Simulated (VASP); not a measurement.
A run of VASP 6.6.1 is set up as follows.

INCAR

```
PREC     = Accurate       # precision mode
ENCUT    = 520            # plane-wave cutoff, eV
EDIFF    = 1E-7           # SCF threshold, eV
ISMEAR   = 0              # smearing method
SIGMA    = 0.05           # smearing width, eV
LREAL    = F              # projectors in reciprocal space
LASPH    = T              # aspherical terms in the spheres
NELM     = 100            # most SCF steps
ALGO     = Normal         # electronic algorithm
ISIF     = 2              # what is computed and relaxed
LWAVE    = F              # write WAVECAR
LCHARG   = T              # write CHGCAR
GGA      = CA             # functional
LELF     = T              # ELF
LVHAR    = T            
NBANDS   = 15             # bands
```

The input KPOINTS:

```
regular mesh
0
Gamma
  8 8 8
```

Contents of POSCAR:

```
KF
1.0
    0.0000000000      2.7403375000      2.8071750000
    2.7403375000      0.0000000000      2.8071750000
    2.7403375000      2.7403375000      0.0000000000
K F
1 1
Direct
    0.0000000000      0.0000000000      0.0000000000
    0.5000000000      0.5000000000      0.5000000000
```

Potentials or basis: VASP PAW LDA potentials, release 64 (K_sv, F).

The run is started by

```console
$ cat potpaw_LDA.64/K_sv/POTCAR potpaw_LDA.64/F/POTCAR > POTCAR
$ mpirun -np 1 vasp_std > vasp.out
```

**Question.** What does it give for the pressure?

**Answer.** -5.3 GPa.

**Question.** What does it give for the band gap on the k mesh?

**Answer.** 5.31 eV, direct.

Stress tensor (GPa, compression positive):
```
-5.16  0.00  0.00
 0.00 -5.16  0.00
 0.00  0.00 -5.57
```

Caveat: the cell differs from its parent crystal (strain +0.025 along x and y, +0.050 along z). A k mesh can miss the band edges.
